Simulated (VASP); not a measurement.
Te:

```
Te
1.0
     4.45400    0.00000    0.00000
    -2.22700    3.85728    0.00000
     0.00000    0.00000    5.92400
Te
3
Direct
  0.73100 0.73100 0.00000
  0.00000 0.26900 0.66667
  0.26900 0.00000 0.33333
```

* Program: VASP 6.6.1
* Task: relaxation of cell and atoms
* Functional: PBE
* Potentials or basis: VASP PAW PBE potentials, release 64 (Te)
* Cutoff: 600 eV
* k mesh: 7 × 7 × 5
* Occupations: fermi-dirac, width 0.05 eV
* Spin: no spin polarisation

At the start: pressure 1.5 GPa; volume 33.93 Å³/atom.

**Question.** Where does the relaxation end?

**Answer.** Over 8 steps the energy falls by 4.7 meV/atom and the volume is 35.10 Å³/atom (+3.5 %); space group P3_121 (No. 152, to 0.1 Å) before and after.

The path:
```tsv
step	energy change (eV)	largest force (eV/Å)	pressure (GPa)	volume (Å³)
1	0.0000	0.1601	1.45	101.78
2	-0.0076	0.1054	-0.83	106.38
3	-0.0133	0.0056	0.02	104.51
4	-0.0135	0.0070	0.02	104.59
5	-0.0139	0.0113	0.02	104.83
6	-0.0139	0.0128	0.01	104.92
7	-0.0140	0.0116	0.00	105.02
8	-0.0140	0.0078	-0.03	105.31
```

Final structure:
```xyz
3
Lattice="4.5189 0.0000 0.0000 -2.2595 3.9135 0.0000 0.0000 0.0000 5.9548" Properties=species:S:1:pos:R:3 pbc="T T T"
Te    1.6520    2.8614    0.0000
Te   -0.6075    1.0521    3.9699
Te    1.2149    0.0000    1.9849
```
